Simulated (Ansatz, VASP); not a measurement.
**Two plane-wave programs on HfTa3**

```
Hf Ta
1.0
     4.08210    0.00000    0.00000
     0.00000    4.08210    0.00000
     0.00000    0.00000    4.08210
Hf Ta
1 3
Cartesian
  0.0000 0.0000 0.0000
  0.0000 2.0411 2.0411
  2.0411 0.0000 2.0411
  2.0411 2.0411 0.0000
```

Alike in both runs: task relaxation of cell and atoms; functional PBE; k mesh 4 × 4 × 4; occupations gaussian, width 0.1 eV; no spin polarisation.

```csv
,VASP,Ansatz
version,VASP 6.6.1,Ansatz 0.2.0
potentials or method,"VASP PAW PBE potentials, release 64 (Hf_pv, Ta_pv), cutoff 600 eV","scalar-relativistic, plane waves, PAW"
valence electrons in the cell,43,65
```

|  | VASP | Ansatz | Ansatz less VASP |
| --- | --- | --- | --- |
| gap on the k mesh at the Fermi level, each at its own relaxed structure (eV) | none | none | - |
| relaxed volume (Å³/atom) | 19.75 | 19.74 | -0.014 |
| relaxed cell length with the largest relative difference (Å) | 4.291 | 4.290 | -0.0010 |

A gap of «none» marks a metal or a gap that the smearing closes. VASP's potentials hold 43 valence electrons a cell and Ansatz's 65, so a difference there can come from the potentials and not from the codes.

The k mesh is coarse, so the values compare programs but aren't converged. Neither program's run includes spin-orbit coupling. Noted on VASP's run: the volume moved by over 15 % at a fixed basis, so the end points are rough.
